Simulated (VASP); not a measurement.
# Mo (Fm-3m) in VASP: further runs

Mo is run at these levels: LDA; tasks: relaxation of cell and atoms.

All numbers are computed with VASP 6.6.1; they aren't measurements. Logs are shortened: lines on timing, memory, paths and dates and some standing lists are left out, and cuts for length are marked.

## 1. The cell of the first run

Symmetry: Fm-3m, No. 225, cubic system. Conventional cell: a = 3.960 Å, b = 3.960 Å, c = 3.960 Å, α = 90.00°, β = 90.00°, γ = 90.00°. Mo (site symmetry m-3m) has 12 Mo at 2.80 Å within 3.7 Å.

This isn't the form of Mo at room conditions, which is bcc.

## 2. Relaxation of cell and atoms, LDA, target pressure 15 GPa, at which the enthalpy is minimised

INCAR

```
SYSTEM = Mo
PREC = Accurate
ENCUT = 500
EDIFF = 1E-7
ISMEAR = 1
SIGMA = 0.1
LREAL = .FALSE.
LASPH = .TRUE.
NELM = 120
ALGO = Normal
ISIF = 3
LWAVE = .FALSE.
LCHARG = .FALSE.
IBRION = 2
NSW = 80
EDIFFG = -0.03
PSTRESS = 150.0
GGA_COMPAT = .FALSE.
NELMIN = 4
```

KPOINTS

```
regular mesh
0
G
  10 10 10
  0 0 0
```

POSCAR

```
Mo
1.0
    0.0000000000      1.9800000000      1.9800000000
    1.9800000000      0.0000000000      1.9800000000
    1.9800000000      1.9800000000      0.0000000000
Mo
1
Direct
    0.0000000000      0.0000000000      0.0000000000
```

Potentials or basis: VASP PAW LDA potentials, release 64 (Mo_sv).

Started as:

```sh
$ cat potpaw_LDA.64/Mo_sv/POTCAR > POTCAR
$ mpirun -np 1 vasp_std > vasp.out
```

OUTCAR:

```text
SYSTEM = Mo
   PREC = Accurate
   ENCUT = 500
   EDIFF = 1E-7
   ISMEAR = 1
   LREAL = .FALSE.
   LASPH = .TRUE.
   NELM = 120
   ISIF = 3
   IBRION = 2
   NSW = 80
   EDIFFG = -0.03
   PSTRESS = 150.0
   NELMIN = 4

 ion  position               nearest neighbor table
   1  0.000  0.000  0.000-

  LATTYP: Found a face centered cubic cell.
 ALAT       =     3.9600000000

  Lattice vectors:

 A1 = (   0.0000000000,   1.9800000000,   1.9800000000)
 A2 = (   1.9800000000,   0.0000000000,   1.9800000000)
 A3 = (   1.9800000000,   1.9800000000,   0.0000000000)

Analysis of symmetry for initial positions (statically):
=====================================================================
 Subroutine PRICEL returns:
 Original cell was already a primitive cell.

 Routine SETGRP: Setting up the symmetry group for a
 face centered cubic supercell.

 Subroutine GETGRP returns: Found 48 space group operations
 (whereof 48 operations were pure point group operations)
 out of a pool of 48 trial point group operations.

The static configuration has the point symmetry O_h .

Analysis of symmetry for dynamics (positions and initial velocities):
=====================================================================
 Subroutine PRICEL returns:
 Original cell was already a primitive cell.

 Routine SETGRP: Setting up the symmetry group for a
 face centered cubic supercell.

 Subroutine GETGRP returns: Found 48 space group operations
 (whereof 48 operations were pure point group operations)
 out of a pool of 48 trial point group operations.

The dynamic configuration has the point symmetry O_h .

 Subroutine INISYM returns: Found 48 space group operations
 (whereof 48 operations are pure point group operations),
 and found     1 'primitive' translations

----------------------------------------------------------------------------------------

                                     Primitive cell

  volume of cell :      15.5248

  direct lattice vectors                    reciprocal lattice vectors
     0.000000000  1.980000000  1.980000000    -0.252525253  0.252525253  0.252525253
     1.980000000  0.000000000  1.980000000     0.252525253 -0.252525253  0.252525253
     1.980000000  1.980000000  0.000000000     0.252525253  0.252525253 -0.252525253

  length of vectors
     2.800142853  2.800142853  2.800142853     0.437386568  0.437386568  0.437386568

  position of ions in fractional coordinates (direct lattice)
     0.000000000  0.000000000  0.000000000

  ion indices of the primitive-cell ions
   primitive index   ion index
                 1           1

----------------------------------------------------------------------------------------

 KPOINTS: regular mesh

Automatic generation of k-mesh.
 Grid dimensions read from file:
 generate k-points for:   10   10   10

 Generating k-lattice:

  Cartesian coordinates                     Fractional coordinates (reciprocal lattice)
    -0.025252525  0.025252525  0.025252525     0.100000000  0.000000000  0.000000000
     0.025252525 -0.025252525  0.025252525     0.000000000  0.100000000  0.000000000
     0.025252525  0.025252525 -0.025252525     0.000000000  0.000000000  0.100000000

  Length of vectors
     0.043738657  0.043738657  0.043738657

  Shift w.r.t. Gamma in fractional coordinates (k-lattice)
     0.000000000  0.000000000  0.000000000

 Subroutine IBZKPT returns following result:
 ===========================================

 Found     47 irreducible k-points:

 Following reciprocal coordinates:
            Coordinates               Weight
  0.000000  0.000000  0.000000      1.000000
  0.100000  0.000000  0.000000      8.000000
  0.200000  0.000000  0.000000      8.000000
  0.300000  0.000000  0.000000      8.000000
  0.400000  0.000000  0.000000      8.000000
  0.500000  0.000000  0.000000      4.000000
[... 16 lines left out ...]
  0.300000  0.300000  0.000000      6.000000
  0.400000  0.300000  0.000000     24.000000
 [... further k-points ...]
   k-points           NKPTS =     47   k-points in BZ     NKDIM =     47   number of bands    NBANDS=     11
   number of dos      NEDOS =    301   number of ions     NIONS =      1
   total plane-waves  NPLWV =   8000
   dimension x,y,z NGX =    20 NGY =   20 NGZ =   20
   dimension x,y,z NGXF=    40 NGYF=   40 NGZF=   40
   ions per type =               1
   NGX,Y,Z   is equivalent  to a cutoff of  11.87, 11.87, 11.87 a.u.
   NGXF,Y,Z  is equivalent  to a cutoff of  23.75, 23.75, 23.75 a.u.
 SYSTEM =  Mo
   PREC   = accura    normal or accurate (medium, high low for compatibility)
   ISTART =      0    job   : 0-new  1-cont  2-samecut
   ICHARG =      2    charge: 1-file 2-atom 10-const
   ISPIN  =      1    spin polarized calculation?
   LNONCOLLINEAR =      F non collinear calculations
   LSORBIT =      F    spin-orbit coupling
   LASPH  =      T    aspherical Exc in radial PAW
   ENCUT  =  500.0 eV  36.75 Ry    6.06 a.u.   5.11  5.11  5.11*2*pi/ulx,y,z
   NELM   =    120;   NELMIN=  4; NELMDL= -5     # of ELM steps
   EDIFF  = 0.1E-06   stopping-criterion for ELM
   LREAL  =      F    real-space projection
   EDIFFG = -.3E-01   stopping-criterion for IOM
   NSW    =     80    number of steps for IOM
   IBRION =      2    ionic relax: 0-MD 1-quasi-New 2-CG
   NFREE  =      1    steps in history (QN), initial steepest desc. (CG)
   ISIF   =      3    stress and relaxation
   ISYM   =      2    0-nonsym 1-usesym 2-fastsym
   POTIM  = 0.5000    time-step for ionic-motion
   TEBEG  =    0.0;   TEEND  =   0.0 temperature during run
   PSTRESS=  150.0 pullay stress
   NELECT =      14.0000    total number of electrons
   NUPDOWN=      -1.0000    fix difference up-down
   EMIN   =  10.00;   EMAX   =-10.00  energy-range for DOS
   EFERMI =   0.00;   METHOD = LEGACY
   ISMEAR =     1;   SIGMA  =   0.10  broadening in eV -4-tet -1-fermi 0-gaus
   EFERMI_NEDOS =   21; number of points for ismear=-14 and -15
   IALGO  =     38    algorithm
   IMIX   =      4    mixing-type and parameters
     AMIX     =   0.40;   BMIX     =  1.00
     AMIX_MAG =   1.60;   BMIX_MAG =  1.00
  volume/ion in A,a.u.               =      15.52       104.77
  Fermi-wavevector in a.u.,A,eV,Ry     =   1.581645  2.988875 34.036343  2.501601
  Thomas-Fermi vector in A             =   2.681689
   LORBIT       =      0    0 simple, 1 ext, 2 COOP (PROOUT), +10 PAW based schemes
   GGA     = CA    functional components
   LHFCALC =     F    Hartree Fock is set to
   AEXX    =    0.0000 exact exchange contribution
   IVDW    =     0    specifies the selected vdW correction
   LEPSILON=     F    determine dielectric tensor
   LRPA    =     F    only Hartree local field effects (RPA)
 conjugate gradient relaxation of ions
 non-spin polarized calculation
 Methfessel and Paxton  Order N= 1 SIGMA  =   0.10
  energy-cutoff  :      500.00
  volume of cell :       15.52
 maximum number of plane-waves:       411
   NGX = 11   NGY = 11   NGZ = 11

--------------------------------------- Ionic step        1  -------------------------------------------

 number of electron      13.9999997 magnetization

 Free energy of the ion-electron system (eV)
  ---------------------------------------------------
  ext. energy  EPLUGINS =         0.00000000
  ---------------------------------------------------
  free energy    TOTEN  =       -11.70316742 eV

  energy without entropy =      -11.70433920  energy(sigma->0) =      -11.70355801

------------------------ aborting loop because EDIFF is reached ----------------------------------------

  FORCE on cell =-STRESS in cart. coord.  units (eV):
  Direction    XX          YY          ZZ          XY          YZ          ZX
  --------------------------------------------------------------------------------------
  -------------------------------------------------------------------------------------
  Total       -0.4295107     -0.4295107     -0.4295107      0.0000000      0.0000000     -0.0000000
  in kB      -44.3260522    -44.3260522    -44.3260522      0.0000000      0.0000000     -0.0000000
  external PRESSURE =    -194.3260522 kB  Pullay stress =     150.0000000 kB
[... 133 lines left out ...]
  enthalpy is  TOTEN    =       -10.3135534553 eV   P V=        1.3622069836

--------------------------------------- Ionic step        5  -------------------------------------------

 number of electron      14.0000003 magnetization

 Free energy of the ion-electron system (eV)
  ---------------------------------------------------
  ext. energy  EPLUGINS =         0.00000000
  ---------------------------------------------------
  free energy    TOTEN  =       -11.67400003 eV

  energy without entropy =      -11.67598216  energy(sigma->0) =      -11.67466074

 E-fermi :  13.3039     XC(G=0): -13.9964

 val. band max:       13.2115530343   @ k =  -0.4000   0.2000   0.1000
 cond. band min:      13.3825423212   @ k =  -0.4000   0.2000   0.0000
 fundamental gap:      0.1709892869
 Fermi energy:        13.3038736139

 k-point     1 :       0.0000    0.0000    0.0000
  band No.  band energies     occupation
      1     -47.1154      2.00000
      2     -20.3844      2.00000
      3     -20.3844      2.00000
      4     -20.3844      2.00000
      5       6.2394      2.00000
      6      12.3503      2.00000
      7      12.3503      2.00000
      8      12.3503      2.00000
      9      15.4164      0.00000
     10      15.4164      0.00000
     11      26.3626      0.00000
[... 309 lines left out ...]
 k-point    24 :       0.4000    0.3000    0.0000
  band No.  band energies     occupation
      1     -46.7521      2.00000
      2     -21.7553      2.00000
      3     -20.9379      2.00000
      4     -20.8770      2.00000
      5       8.5692      2.00000
      6       9.1740      2.00000
      7      14.0173     -0.00000
      8      15.7075      0.00000
      9      17.6678      0.00000
     10      17.6829      0.00000
     11      28.6212      0.00000

 [... further k-points ...]

------------------------ aborting loop because EDIFF is reached ----------------------------------------

  FORCE on cell =-STRESS in cart. coord.  units (eV):
  Direction    XX          YY          ZZ          XY          YZ          ZX
  --------------------------------------------------------------------------------------
  -------------------------------------------------------------------------------------
  Total        1.3610132      1.3610132      1.3610132      0.0000000      0.0000000      0.0000000
  in kB      150.0652116    150.0652116    150.0652116      0.0000000      0.0000000      0.0000000
  external PRESSURE =       0.0652116 kB  Pullay stress =     150.0000000 kB
[... 16 lines left out ...]
  FREE ENERGIE OF THE ION-ELECTRON SYSTEM (eV)
  ---------------------------------------------------
  free  energy   TOTEN  =       -11.6740000280 eV

  energy  without entropy=      -11.6759821588  energy(sigma->0) =      -11.67466074

  enthalpy is  TOTEN    =       -10.3135782277 eV   P V=        1.3604218003

 reached required accuracy - stopping structural energy minimisation
```

Wall time 12 s (1 thread of Intel Xeon Platinum 8559C (Emerald Rapids), shared host); peak memory 0.12 GiB.

What came out:

```
Free energy                                                : -11.6740 eV
Relaxed volume                                             : 14.53 Å³/atom
Relaxed cell                                               : a = 2.739 Å, b = 2.739 Å, c = 2.739 Å, α = 60.00°, β = 60.00°, γ = 60.00°
Space group after relaxing (to 0.1 Å)                      : Fm-3m (No. 225)
Energy change on relaxing (the run minimises the enthalpy) : +29.2 meV/atom
Ionic steps                                                : 5
Pressure after relaxing                                    : 15.0 GPa
Band gap on the k mesh                                     : zero (bands 7 and 8 overlap by 5.43 eV)
```

Step by step:
```tsv
step	energy change (eV)	largest force (eV/Å)	pressure (GPa)	volume (Å³)
1	0.0000	0.0000	-4.43	15.52
2	1.1246	0.0000	124.34	11.67
3	0.0206	0.0000	12.77	14.63
4	0.0274	0.0000	14.57	14.55
5	0.0292	0.0000	15.01	14.53
```

Final structure:
```xyz
1
Lattice="0.0000 1.9368 1.9368 1.9368 0.0000 1.9368 1.9368 1.9368 0.0000" Properties=species:S:1:pos:R:3 pbc="T T T"
Mo    0.0000    0.0000    0.0000
```

Levels at points of the mesh, in eV from the Fermi level:
```csv
k point,band 3,band 4,band 5,band 6,band 7,band 8,band 9,band 10,band 11
"(0.00, 0.00, 0.00)",-33.69,-33.69,-7.06,-0.95,-0.95,-0.95,2.11,2.11,13.06
"(0.50, 0.00, 0.00)",-33.92,-33.92,-5.18,-1.19,-1.19,1.92,4.53,4.53,12.81
"(0.50, 0.50, 0.00)",-34.33,-34.33,-5.74,-4.99,4.48,4.63,5.24,5.24,13.19
```

Caveat: the cell is relaxed towards a set pressure, so the run minimises the enthalpy, not the energy.

(Continued in part 2 of 2.)
